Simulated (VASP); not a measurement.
# Ni in VASP: further runs, part 2 of 2

VASP 6.6.1.

## (5) Single point, PBEsol, collinear spin, ferromagnetic start

This run uses another cell than the first one, of the same volume but with other edges.

INCAR

```
SYSTEM = Ni
ALGO = Fast ; EDIFF = 1E-6
ENCUT = 520 ; GGA = PS
ISIF = 2 ; ISMEAR = -1
ISPIN = 2 ; LASPH = .TRUE.
LCHARG = .FALSE. ; LMAXMIX = 4
LORBIT = 11 ; LREAL = .FALSE.
LWAVE = .FALSE. ; MAGMOM = 1
NBANDS = 15 ; NELM = 150
PREC = Accurate ; SIGMA = 0.05
```

KPOINTS

```
k-points
0
G
  10 10 10
  0 0 0
```

POSCAR

```
Ni
1.0
   -1.3885280000      1.3631270000      1.4317670000
    1.3310840000     -1.3624370000      1.3736330000
    1.4153010000      1.3892100000     -1.4310770000
Ni
1
Direct
   -0.0207550000     -0.0231330000     -0.0194850000
```

Potentials or basis: VASP PAW PBE potentials, release 64 (Ni).

On the command line:

```
$ cat potpaw_PBE.64/Ni/POTCAR > POTCAR
$ mpirun -np 1 vasp_std > vasp.out
```

OUTCAR:

```text
SYSTEM = Ni
   EDIFF = 1E-6
   ENCUT = 520
   GGA = PS
   ISIF = 2
   ISMEAR = -1
   ISPIN = 2
   LASPH = .TRUE.
   LORBIT = 11
   LREAL = .FALSE.
   NELM = 150
   PREC = Accurate

 ion  position               nearest neighbor table
   1  0.979  0.977  0.981-

  LATTYP: Found a triclinic cell.
 ALAT       =     2.3483796143
 B/A-ratio  =     1.6372103006
 C/A-ratio  =     1.0413992155
 COS(alpha) =     0.0094358744
 COS(beta)  =     0.3438155721
 COS(gamma) =     0.8103277082

  Lattice vectors:

 A1 = (   1.3310840000,  -1.3624370000,   1.3736330000)
 A2 = (   2.6889410000,   0.0274630000,   2.7479560000)
 A3 = (  -1.4153010000,  -1.3892100000,   1.4310770000)

Analysis of symmetry for initial positions (statically):
=====================================================================
 Subroutine PRICEL returns:
 Original cell was already a primitive cell.

 Routine SETGRP: Setting up the symmetry group for a
 triclinic supercell.
[... 636 lines left out ...]
      7      35.2232      0.00000
      8      36.1159      0.00000
      9      36.6961      0.00000
     10      40.5490      0.00000
     11      41.1903      0.00000
     12      41.6447      0.00000
     13      42.7368      0.00000
     14      42.9304      0.00000
[... 403 lines left out ...]
      4       8.6752      1.00000
      5       8.9764      0.99985
      6       9.1748      0.99213
      7      26.4568      0.00000
      8      28.8543      0.00000
      9      31.4193      0.00000
     10      35.3901      0.00000
     11      39.9443      0.00000
     12      41.3815      0.00000
     13      47.3225      0.00000
     14      48.7557      0.00000
     15      52.8332      0.00000

 [... further k-points ...]

------------------------ aborting loop because EDIFF is reached ----------------------------------------

  FORCE on cell =-STRESS in cart. coord.  units (eV):
  Direction    XX          YY          ZZ          XY          YZ          ZX
  --------------------------------------------------------------------------------------
  -------------------------------------------------------------------------------------
  Total       -0.2329873     -0.2099250     -0.1119682     -0.1967920     -0.0312101      0.4235413
  in kB      -35.2243010    -31.7376118    -16.9279675    -29.7520879     -4.7185135     64.0332872
  external PRESSURE =     -27.9632934 kB  Pullay stress =       0.0000000 kB

 VOLUME and BASIS-vectors are now :
 -----------------------------------------------------------------------------
  energy-cutoff  :      520.00
  volume of cell :       10.60
      direct lattice vectors                 reciprocal lattice vectors
    -1.388528000  1.363127000  1.431767000     0.003914870  0.363200160  0.356446239
     1.331084000 -1.362437000  1.373633000     0.371766094 -0.003707577  0.364068685
     1.415301000  1.389210000 -1.431077000     0.360760013  0.359816525  0.007298505

 POSITION                                       TOTAL-FORCE (eV/Angst)
 -----------------------------------------------------------------------------------
      1.32831      1.36606      1.34071         0.000000      0.000000     -0.000000
 -----------------------------------------------------------------------------------
    total drift:                                0.000007      0.000051      0.000012

  FREE ENERGIE OF THE ION-ELECTRON SYSTEM (eV)
  ---------------------------------------------------
  free  energy   TOTEN  =        -6.0264067927 eV

  energy  without entropy=       -6.0102400291  energy(sigma->0) =       -6.01832341

 total charge

# of ion       s       p       d       tot
------------------------------------------
    1        0.505   0.516   8.348   9.369

 magnetization (x)

# of ion       s       p       d       tot
------------------------------------------
    1       -0.005  -0.014   0.461   0.442
```

stdout:

```text
POSCAR found type information on POSCAR Ni
 POSCAR found :  1 types and       1 ions
 scaLAPACK will be used
 -----------------------------------------------------------------------------
|                                                                             |
|                                                                             |
|     You enforced a specific xc type in the INCAR file but a different       |
[... 26 lines left out ...]
WARNING in EDDRMM: call to ZHEGV failed, returncode =   8  4     12
WARNING in EDDRMM: call to ZHEGV failed, returncode =   6  3     13
WARNING in EDDRMM: call to ZHEGV failed, returncode =   8  4     12
WARNING in EDDRMM: call to ZHEGV failed, returncode =   8  4     13
WARNING in EDDRMM: call to ZHEGV failed, returncode =   8  4     13
WARNING in EDDRMM: call to ZHEGV failed, returncode =   8  4     12
WARNING in EDDRMM: call to ZHEGV failed, returncode =   8  4     12
```

Wall time 70 s (1 thread of Intel Xeon 6975P-C (Granite Rapids), shared host); peak memory 0.22 GiB.

What came out:

```yaml
Free_energy: -6.0264 eV
Pressure: -2.8 GPa
Net_moment: 0.44 μB per cell
Site_moments: Ni +0.44 μB
Valence_electrons_inside_the_program's_atomic_spheres: Ni 9.37
```

Stress tensor (GPa, compression positive):
```
-3.52 -2.98  6.40
-2.98 -3.17 -0.47
 6.40 -0.47 -1.69
```

Caveat: the PAW data sets were made with another functional, which shifts forces and pressure a little.

## (6) Summary

```csv
level,cell,k mesh,smearing,gap on the mesh (eV),pressure (GPa),moment (μB)
PBE,"a = 2.397 Å, angles 109.5°, 1 atom",13 × 13 × 13,gaussian 0.02 eV,none,7.6,0.59
PBE,"a = 2.397 Å, angles 109.5°, 1 atom",11 × 11 × 11,gaussian 0.1 eV,none,7.5,0.60
PBEsol,"a = 2.416, b = 2.348, c = 2.446 Å, angles 110.1, 111.0, 107.8°, 1 atom",10 × 10 × 10,fermi-dirac 0.05 eV,none,-2.8,0.44
```

Alike in all rows: task single point; potentials or basis VASP PAW PBE potentials, release 64 (Ni); spin collinear, ferromagnetic start; cutoff (eV) 520.

Caveats: the PAW data sets were made with another functional, which shifts forces and pressure a little (some runs).

Absolute energies hang on the potentials; compare differences alone.
